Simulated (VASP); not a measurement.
# Ba (Cmmm) in VASP: a series of runs

Ba is run at these levels: r2SCAN; tasks: single point.

Everything below comes from runs of VASP 6.6.1. Logs are shortened: lines on timing, memory, paths and dates and some standing lists are left out, and cuts for length are marked.

**1. The cell of the first run**

The typed cell holds 1 atom: a = 4.324 Å, b = 4.324 Å, c = 3.931 Å, α = 90.00°, β = 90.00°, γ = 120.01°.

**2. Single point, r2SCAN (volume scaled by 1.03, then relaxed in part)**

POSCAR

```
Ba
1.0
    2.1616654099     -3.7451230798      0.0000000000
    2.1616654099      3.7451230798      0.0000000000
    0.0000000000      0.0000000000      3.9312353542
Ba
1
Direct
    0.0000000000      0.0000000000      0.0000000000
```

INCAR.step1

```
  PREC = Accurate
  ENCUT = 520
  ISMEAR = 0
  SIGMA = 0.1
  LREAL = False
  LASPH = True
  NELM = 100
  NBANDS = 11
  GGA = PE
  ALGO = Normal
  EDIFF = 1E-4
  LWAVE = True
  LCHARG = False
```

INCAR.step2

```
  PREC = Accurate
  ENCUT = 520
  EDIFF = 1E-7
  ISMEAR = 0
  SIGMA = 0.1
  LREAL = False
  LASPH = True
  NELM = 100
  ALGO = Normal
  ISIF = 2
  LWAVE = False
  LCHARG = True
  METAGGA = R2SCAN
  LMIXTAU = True
  LELF = True
  LVHAR = True
  NBANDS = 11
  ISTART = 1
```

KPOINTS

```
regular mesh
0
Gamma
  12 12 12
```

Potentials or basis: VASP PAW PBE potentials, release 64 (Ba_sv).

On the command line:

```sh
cat potpaw_PBE.64/Ba_sv/POTCAR > POTCAR
cp INCAR.step1 INCAR
mpirun -np 1 vasp_std > vasp.out
cp INCAR.step2 INCAR
mpirun -np 1 vasp_std > vasp.out
```

OUTCAR:

```text
PREC = Accurate
   ENCUT = 520
   EDIFF = 1E-7
   ISMEAR = 0
   LREAL = False
   LASPH = True
   NELM = 100
   ISIF = 2
   METAGGA = R2SCAN
   ISTART = 1

 ion  position               nearest neighbor table
   1  0.000  0.000  0.000-

  LATTYP: Found a base centered orthorhombic cell.
 ALAT       =     4.3233308198
 B/A-ratio  =     1.7325174667
 C/A-ratio  =     0.9093070871

  Lattice vectors:

 A1 = (   2.1616654099,  -3.7451230798,   0.0000000000)
 A2 = (   2.1616654099,   3.7451230798,   0.0000000000)
 A3 = (   0.0000000000,   0.0000000000,   3.9312353542)

Analysis of symmetry for initial positions (statically):
=====================================================================
 Subroutine PRICEL returns:
 Original cell was already a primitive cell.

 Routine SETGRP: Setting up the symmetry group for a
 base centered orthorhombic supercell.

 Subroutine GETGRP returns: Found  8 space group operations
 (whereof  8 operations were pure point group operations)
 out of a pool of  8 trial point group operations.

The static configuration has the point symmetry D_2h.

Analysis of symmetry for dynamics (positions and initial velocities):
=====================================================================
 Subroutine PRICEL returns:
 Original cell was already a primitive cell.

 Routine SETGRP: Setting up the symmetry group for a
 base centered orthorhombic supercell.

 Subroutine GETGRP returns: Found  8 space group operations
 (whereof  8 operations were pure point group operations)
 out of a pool of  8 trial point group operations.

The dynamic configuration has the point symmetry D_2h.

 Subroutine INISYM returns: Found  8 space group operations
 (whereof  8 operations are pure point group operations),
 and found     1 'primitive' translations

----------------------------------------------------------------------------------------

                                     Primitive cell

  volume of cell :      63.6522

  direct lattice vectors                    reciprocal lattice vectors
     2.161665410 -3.745123080  0.000000000     0.231303141 -0.133506961  0.000000000
     2.161665410  3.745123080  0.000000000     0.231303141  0.133506961  0.000000000
     0.000000000  0.000000000  3.931235354     0.000000000  0.000000000  0.254372967

  length of vectors
     4.324204462  4.324204462  3.931235354     0.267067879  0.267067879  0.254372967

  position of ions in fractional coordinates (direct lattice)
     0.000000000  0.000000000  0.000000000

  ion indices of the primitive-cell ions
   primitive index   ion index
                 1           1

----------------------------------------------------------------------------------------

 KPOINTS: regular mesh

Automatic generation of k-mesh.
 Grid dimensions read from file:
 generate k-points for:   12   12   12

 Generating k-lattice:

  Cartesian coordinates                     Fractional coordinates (reciprocal lattice)
     0.019275262 -0.011125580  0.000000000     0.083333333  0.000000000  0.000000000
     0.019275262  0.011125580  0.000000000     0.000000000  0.083333333  0.000000000
     0.000000000  0.000000000  0.021197747     0.000000000  0.000000000  0.083333333

  Length of vectors
     0.022255657  0.022255657  0.021197747

  Shift w.r.t. Gamma in fractional coordinates (k-lattice)
     0.000000000  0.000000000  0.000000000

 Subroutine IBZKPT returns following result:
 ===========================================

 Found    301 irreducible k-points:

 Following reciprocal coordinates:
            Coordinates               Weight
  0.000000  0.000000  0.000000      1.000000
  0.083333  0.000000  0.000000      4.000000
  0.166667  0.000000  0.000000      4.000000
  0.250000  0.000000  0.000000      4.000000
  0.333333 -0.000000  0.000000      4.000000
  0.416667  0.000000  0.000000      4.000000
[... 16 lines left out ...]
  0.500000  0.166667  0.000000      4.000000
 -0.416667  0.166667  0.000000      4.000000
 [... further k-points ...]
   k-points           NKPTS =    301   k-points in BZ     NKDIM =    301   number of bands    NBANDS=     11
   number of dos      NEDOS =    301   number of ions     NIONS =      1
   total plane-waves  NPLWV =  30720
   dimension x,y,z NGX =    32 NGY =   32 NGZ =   30
   dimension x,y,z NGXF=    64 NGYF=   64 NGZF=   60
   ions per type =               1
   NGX,Y,Z   is equivalent  to a cutoff of  12.30, 12.30, 12.69 a.u.
   NGXF,Y,Z  is equivalent  to a cutoff of  24.61, 24.61, 25.37 a.u.
 SYSTEM =  unknown system
   PREC   = accura    normal or accurate (medium, high low for compatibility)
   ISTART =      1    job   : 0-new  1-cont  2-samecut
   ICHARG =      0    charge: 1-file 2-atom 10-const
   ISPIN  =      1    spin polarized calculation?
   LNONCOLLINEAR =      F non collinear calculations
   LSORBIT =      F    spin-orbit coupling
   LASPH  =      T    aspherical Exc in radial PAW
   ENCUT  =  520.0 eV  38.22 Ry    6.18 a.u.   8.04  8.04  7.31*2*pi/ulx,y,z
   NELM   =    100;   NELMIN=  2; NELMDL=  0     # of ELM steps
   EDIFF  = 0.1E-06   stopping-criterion for ELM
   LREAL  =      F    real-space projection
   EDIFFG = 0.1E-05   stopping-criterion for IOM
   NSW    =      0    number of steps for IOM
   IBRION =     -1    ionic relax: 0-MD 1-quasi-New 2-CG
   NFREE  =      0    steps in history (QN), initial steepest desc. (CG)
   ISIF   =      2    stress and relaxation
   ISYM   =      2    0-nonsym 1-usesym 2-fastsym
   POTIM  = 0.5000    time-step for ionic-motion
   TEBEG  =    0.0;   TEEND  =   0.0 temperature during run
   PSTRESS=    0.0 pullay stress
   NELECT =      10.0000    total number of electrons
   NUPDOWN=      -1.0000    fix difference up-down
   EMIN   =  10.00;   EMAX   =-10.00  energy-range for DOS
   EFERMI =   0.00;   METHOD = LEGACY
   ISMEAR =     0;   SIGMA  =   0.10  broadening in eV -4-tet -1-fermi 0-gaus
   EFERMI_NEDOS =   21; number of points for ismear=-14 and -15
   IALGO  =     38    algorithm
   IMIX   =      4    mixing-type and parameters
     AMIX     =   0.40;   BMIX     =  1.00
     AMIX_MAG =   1.60;   BMIX_MAG =  1.00
  volume/ion in A,a.u.               =      63.65       429.55
  Fermi-wavevector in a.u.,A,eV,Ry     =   0.883358  1.669305 10.616927  0.780322
  Thomas-Fermi vector in A             =   2.004114
   LORBIT       =      0    0 simple, 1 ext, 2 COOP (PROOUT), +10 PAW based schemes
   METAGGA = R2SCAN    functional components
   LHFCALC =     F    Hartree Fock is set to
   AEXX    =    0.0000 exact exchange contribution
   IVDW    =     0    specifies the selected vdW correction
   LEPSILON=     F    determine dielectric tensor
   LRPA    =     F    only Hartree local field effects (RPA)
 non-spin polarized calculation
 Gauss-broadening in eV      SIGMA  =   0.10
  energy-cutoff  :      520.00
  volume of cell :       63.65
 maximum number of plane-waves:      1734
   NGX = 17   NGY = 17   NGZ = 15

 number of electron      10.0000001 magnetization

 Free energy of the ion-electron system (eV)
  ---------------------------------------------------
  ext. energy  EPLUGINS =         0.00000000
  ---------------------------------------------------
  free energy    TOTEN  =       -26.28831817 eV

  energy without entropy =      -26.28336667  energy(sigma->0) =      -26.28584242

 E-fermi :   1.7560     XC(G=0):  -7.7690

 val. band max:        1.7518120638   @ k =   0.4167   0.4167   0.2500
 cond. band min:       1.7830678523   @ k =  -0.4167   0.4167   0.2500
 fundamental gap:      0.0312557885
 Fermi energy:         1.7560270259

 k-point     1 :       0.0000    0.0000    0.0000
  band No.  band energies     occupation
      1     -28.4900      2.00000
      2     -13.0156      2.00000
      3     -13.0155      2.00000
      4     -12.9078      2.00000
      5      -1.0856      2.00000
      6       2.0494      0.00003
      7       3.5827      0.00000
      8       3.5857      0.00000
      9       6.8053      0.00000
     10       6.8058      0.00000
     11       8.0246      0.00000

 k-point     2 :       0.0833    0.0000    0.0000
  band No.  band energies     occupation
      1     -28.4872      2.00000
      2     -13.0500      2.00000
      3     -13.0232      2.00000
      4     -12.9042      2.00000
      5      -0.9631      2.00000
      6       2.1012      0.00000
      7       3.3788      0.00000
      8       3.7043      0.00000
      9       6.5533      0.00000
     10       6.7737      0.00000
     11       8.4146      0.00000

 k-point     3 :       0.1667    0.0000    0.0000
  band No.  band energies     occupation
      1     -28.4794      2.00000
      2     -13.1426      2.00000
      3     -13.0438      2.00000
      4     -12.8944      2.00000
      5      -0.6191      2.00000
      6       2.2328      0.00000
      7       2.9509      0.00000
      8       4.0604      0.00000
      9       6.0415      0.00000
     10       6.6895      0.00000
     11       9.3510      0.00000

 k-point     4 :       0.2500    0.0000    0.0000
  band No.  band energies     occupation
      1     -28.4688      2.00000
      2     -13.2651      2.00000
      3     -13.0718      2.00000
      4     -12.8809      2.00000
      5      -0.1254      2.00000
      6       2.2770      0.00000
      7       2.6811      0.00000
      8       4.6308      0.00000
      9       5.5353      0.00000
     10       6.5799      0.00000
     11       8.9576      0.00000
[... 239 lines left out ...]
 k-point    22 :       0.4167    0.1667    0.0000
  band No.  band energies     occupation
      1     -28.4449      2.00000
      2     -13.4582      2.00000
      3     -13.2062      2.00000
      4     -12.8505      2.00000
      5       1.2360      2.00000
      6       2.3955      0.00000
      7       2.4231      0.00000
      8       4.9430      0.00000
      9       5.9631      0.00000
     10       6.8251      0.00000
     11       6.9780      0.00000

 k-point    23 :       0.5000    0.1667    0.0000
  band No.  band energies     occupation
      1     -28.4474      2.00000
      2     -13.4380      2.00000
      3     -13.1930      2.00000
      4     -12.8537      2.00000
      5       1.1302      2.00000
      6       2.1063      0.00000
      7       2.6426      0.00000
      8       4.9973      0.00000
      9       6.0185      0.00000
     10       6.2686      0.00000
     11       7.5182      0.00000

 k-point    24 :      -0.4167    0.1667    0.0000
  band No.  band energies     occupation
      1     -28.4542      2.00000
      2     -13.3817      2.00000
      3     -13.1575      2.00000
      4     -12.8624      2.00000
      5       0.7238      2.00000
      6       2.0831      0.00000
      7       2.6456      0.00000
      8       5.1570      0.00000
      9       5.6340      0.00000
     10       6.1714      0.00000
     11       8.0607      0.00000

 [... further k-points ...]
[... 5 lines left out ...]
  --------------------------------------------------------------------------------------
  -------------------------------------------------------------------------------------
  Total       -0.0534038     -0.0547953     -0.0315222      0.0000000      0.0000000      0.0000000
  in kB       -1.3442153     -1.3792424     -0.7934389      0.0000000      0.0000000      0.0000000
  external PRESSURE =      -1.1722989 kB  Pullay stress =       0.0000000 kB

 VOLUME and BASIS-vectors are now :
 -----------------------------------------------------------------------------
  energy-cutoff  :      520.00
  volume of cell :       63.65
      direct lattice vectors                 reciprocal lattice vectors
     2.161665410 -3.745123080  0.000000000     0.231303141 -0.133506961  0.000000000
     2.161665410  3.745123080  0.000000000     0.231303141  0.133506961  0.000000000
     0.000000000  0.000000000  3.931235354     0.000000000  0.000000000  0.254372967

 POSITION                                       TOTAL-FORCE (eV/Angst)
 -----------------------------------------------------------------------------------
      0.00000      0.00000      0.00000         0.000000      0.000000      0.000000
 -----------------------------------------------------------------------------------
    total drift:                               -0.000000     -0.000000     -0.000000

  FREE ENERGIE OF THE ION-ELECTRON SYSTEM (eV)
  ---------------------------------------------------
  free  energy   TOTEN  =       -26.2883181741 eV

  energy  without entropy=      -26.2833666670  energy(sigma->0) =      -26.28584242
```

It took 9 min on 1 thread of Oxide Virtual Turin-like, shared host; peak memory 0.3 GiB.

What came out:

- Free energy: -26.2883 eV
- Pressure: -0.1 GPa
- Band gap on the k mesh: zero (band 5 reaches 2.08 eV, above the bottom of band 6 at 1.55 eV)

Caveat: the PAW data sets were made with another functional, which shifts forces and pressure a little; spin-orbit coupling is left out, which moves the levels of the heavy elements.

**3. Single point, r2SCAN (volume scaled by 1.06, then relaxed in part)**

POSCAR

```
Ba
1.0
    2.1824519294     -3.7811360879      0.0000000000
    2.1824519294      3.7811360879      0.0000000000
    0.0000000000      0.0000000000      3.9690380131
Ba
1
Direct
    0.0000000000      0.0000000000      0.0000000000
```

INCAR.step1

```
SYSTEM = Ba
  PREC = Accurate
  ENCUT = 520
  ISMEAR = 0
  SIGMA = 0.1
  LREAL = .FALSE.
  LASPH = .TRUE.
  NELM = 60
  NBANDS = 11
  GGA = PE
  ALGO = Normal
  EDIFF = 1E-4
  LWAVE = .TRUE.
  LCHARG = .FALSE.
```

INCAR.step2

```
SYSTEM = Ba
  PREC = Accurate
  ENCUT = 520
  EDIFF = 1E-6
  ISMEAR = 0
  SIGMA = 0.1
  LREAL = .FALSE.
  LASPH = .TRUE.
  NELM = 60
  ALGO = Normal
  ISIF = 2
  LWAVE = .FALSE.
  LCHARG = .FALSE.
  METAGGA = R2SCAN
  LMIXTAU = .TRUE.
  NBANDS = 11
  ISTART = 1
```

KPOINTS

```
Automatic mesh
0
G
  12 12 12
  0 0 0
```

Potentials or basis: VASP PAW PBE potentials, release 64 (Ba_sv).

On the command line:

```sh
cat potpaw_PBE.64/Ba_sv/POTCAR > POTCAR
cp INCAR.step1 INCAR
mpirun -np 1 vasp_std > vasp.out
cp INCAR.step2 INCAR
mpirun -np 1 vasp_std > vasp.out
```

It took 8.3 min on 1 thread of Oxide Virtual Turin-like, shared host; peak memory 0.31 GiB.

It converged, with:

* Free energy: -26.2857 eV
* Pressure: -0.4 GPa
* Band gap on the k mesh: zero (band 5 reaches 1.96 eV, above the bottom of band 6 at 1.47 eV)

Levels at points of the mesh, in eV from the Fermi level:
```
           k point  band 1  band 2  band 3  band 4  band 5  band 6  band 7  band 8  band 9  band 10
(0.00, 0.00, 0.00)  -30.28  -14.82  -14.82  -14.72   -2.83    0.31    1.81    1.81    4.92     4.92
(0.50, 0.00, 0.00)  -30.24  -15.26  -14.93  -14.67   -0.93    0.61    0.78    2.99    4.51     4.81
(0.50, 0.50, 0.00)  -30.24  -15.26  -14.92  -14.67   -0.93    0.61    0.78    2.99    4.51     4.81
(0.00, 0.00, 0.50)  -30.22  -15.40  -14.76  -14.76   -0.69    0.46    2.42    2.42    2.71     2.71
(0.50, 0.00, 0.50)  -30.19  -15.31  -15.16  -14.85   -0.90    0.36    1.91    3.33    3.69     5.09
(0.50, 0.50, 0.50)  -30.19  -15.31  -15.16  -14.85   -0.90    0.36    1.91    3.33    3.69     5.09
```

Caveat: the PAW data sets were made with another functional, which shifts forces and pressure a little; spin-orbit coupling is left out, which moves the levels of the heavy elements.
